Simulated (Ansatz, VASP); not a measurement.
**One calculation of PbSe, two programs**

File INCAR:

```
SYSTEM = PbSe
ALGO     = Normal         ! electronic algorithm
EDIFF    = 1E-7           ! SCF threshold, eV
ENCUT    = 520            ! plane-wave cutoff, eV
GGA      = PS             ! functional
ISIF     = 2              ! what is computed and relaxed
ISMEAR   = -1             ! smearing method
LASPH    = .TRUE.         ! aspherical terms in the spheres
LCHARG   = .FALSE.        ! write CHGCAR
LREAL    = .FALSE.        ! projectors in reciprocal space
LWAVE    = .FALSE.        ! write WAVECAR
NBANDS   = 28             ! bands
NELM     = 60             ! most SCF steps
PREC     = Accurate       ! precision mode
SIGMA    = 0.05           ! smearing width, eV
```

The input KPOINTS:

```
k-points
0
G
  6 6 3
  0 0 0
```

Contents of POSCAR:

```
PbSe
1.0
    4.3852589327      0.0000000000      0.0000000000
   -0.0102418205      4.3852469728      0.0000000000
   -2.1875085560     -2.1926234864     11.9202542980
Pb Se
2 2
Direct
    0.8068400000      0.8073040000      0.6184430000
    0.1854540000      0.1998100000      0.3823760000
    0.2873320000      0.3231460000      0.6231940000
    0.6842660000      0.6998950000      0.3779650000
```

The input input.yaml:

```yaml
crystal:
  lattice:
    - [4.3852589327, 0.0, 0.0]
    - [-0.0102418205, 4.3852469728, 0.0]
    - [-2.187508556, -2.1926234864, 11.920254298]
  atoms:
    - { symbol: Pb, position: [0.80684, 0.807304, 0.618443] }
    - { symbol: Pb, position: [0.185454, 0.19981, 0.382376] }
    - { symbol: Se, position: [0.287332, 0.323146, 0.623194] }
    - { symbol: Se, position: [0.684266, 0.699895, 0.377965] }
kpoints:
  mp_grid: { grid: [6, 6, 3] }
scf:
  occupations: { method: fermi_dirac, width: 0.05 }
hamiltonian:
  xc: pbesol
  pseudopotentials: { kind: all_electron, lapw: { basis_error: 0.002 } }
output:
  forces: true
  stress: true
  eigenvalues: true
```

Change from the starting cell: volume scaled by 0.98.

Alike in both runs: task single point; functional PBEsol; k mesh 6 × 6 × 3; occupations fermi-dirac, width 0.05 eV; no spin polarisation.

|  | VASP | Ansatz |
| --- | --- | --- |
| version | VASP 6.6.1 | Ansatz 0.2.0 |
| potentials or method | VASP PAW PBE potentials, release 64 (Pb_d, Se), cutoff 520 eV | all-electron LAPW, scalar-relativistic |

Ansatz gave:

```
gap on the k mesh at the Fermi level (eV) : 1.51
least direct gap on the mesh (eV)         : 1.51
rms of the force components (eV/Å)        : 0.194
```

What did VASP give for the same quantities?

gap on the k mesh at the Fermi level (eV): 1.51; least direct gap on the mesh (eV): 1.51; rms of the force components (eV/Å): 0.190.

VASP's potentials were made for PBE, not for PBEsol. Atom by atom the forces differ by 0.005 eV/Å (rms over components). Ansatz ran all-electron here, and VASP with PAW potentials.

Neither program's run includes spin-orbit coupling.
